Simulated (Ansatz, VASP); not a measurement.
# Zr2TeSe in VASP and in Ansatz

```
CELL_PARAMETERS angstrom
4.96655 0.00000 0.00000
-2.48327 4.30115 0.00000
0.00000 0.00000 4.42299
ATOMIC_POSITIONS crystal
Zr 0.33333 0.66667 0.66123
Zr 0.66667 0.33333 0.33877
Te 0.00000 0.00000 0.50000
Se 0.00000 0.00000 0.00000
```

Alike in both runs: task single point; functional PBE; k mesh 6 × 6 × 4; occupations gaussian, width 0.1 eV; no spin polarisation.

|  | VASP | Ansatz |
| --- | --- | --- |
| version | VASP 6.6.1 | Ansatz 0.2.0 |
| potentials or method | VASP PAW PBE potentials, release 64 (Zr_sv, Te, Se), cutoff 520 eV | scalar-relativistic, plane waves, PAW |
| valence electrons in the cell | 36 | 56 |

```tsv
	VASP	Ansatz	Ansatz less VASP
gap on the k mesh at the Fermi level (eV)	none	none	-
pressure (GPa)	21.4	21.1	-0.29
traceless stress, the component that is largest in VASP (GPa)	44.73	44.42	-0.303
rms of the force components (eV/Å)	0.445	0.443	-0.0016
```

Atom by atom the forces differ by 0.002 eV/Å (rms over components). A gap of «none» marks a metal or a gap that the smearing closes. The functional is the same, so the differences come from potentials, cutoffs and numerics. VASP's potentials hold 36 valence electrons a cell and Ansatz's 56, so a difference there can come from the potentials and not from the codes.

Spin-orbit coupling is off throughout.
